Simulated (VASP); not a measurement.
Input of a VASP 6.6.1 run:

The input INCAR:

```
PREC = Accurate ; ENCUT = 500
EDIFF = 1E-7 ; ISMEAR = 0
SIGMA = 0.1 ; LREAL = False
LASPH = True ; NELM = 120
ALGO = Normal ; ISIF = 4
LWAVE = False ; LCHARG = False
GGA = PE ; IVDW = 12
IBRION = 2 ; NSW = 50
EDIFFG = -0.01 ; GGA_COMPAT = False
NELMIN = 4
```

Contents of KPOINTS:

```
regular mesh
0
Gamma
  15 15 8
```

POSCAR

```
TiS2
1.0
    3.3938212364      0.0000000000      0.0000000000
   -1.6969106182      2.9391354066      0.0000000000
    0.0000000000      0.0000000000      5.5747780641
Ti S
1 2
Direct
    0.0000000000      0.0000000000      0.0000000000
    0.3333333333      0.6666666667      0.2586701182
    0.6666666667      0.3333333333      0.7413298818
```

Potentials or basis: VASP PAW PBE potentials, release 64 (Ti_sv, S).

The run is started by

```bash
$ cat potpaw_PBE.64/Ti_sv/POTCAR potpaw_PBE.64/S/POTCAR > POTCAR
$ mpirun -np 1 vasp_std > vasp.out
```

Estimate the dispersion energy per atom.

-0.397 eV.

Estimate the band gap on the k mesh.

zero (band 12 reaches 5.93 eV, above the bottom of band 13 at 5.71 eV).

Step by step:
```csv
step,energy change (eV),largest force (eV/Å),pressure (GPa),volume (Å³)
1,0.0000,0.3195,-3.02,55.61
2,-0.0068,0.1211,-2.06,55.61
3,-0.0080,0.0002,-1.47,55.61
4,-0.0094,0.0006,-1.29,55.61
5,-0.0101,0.0021,-1.07,55.61
```

Caveat: the cell differs from its parent crystal (volume scaled by 1.03); pairwise dispersion overbinds metals, which lowers pressure and volume.
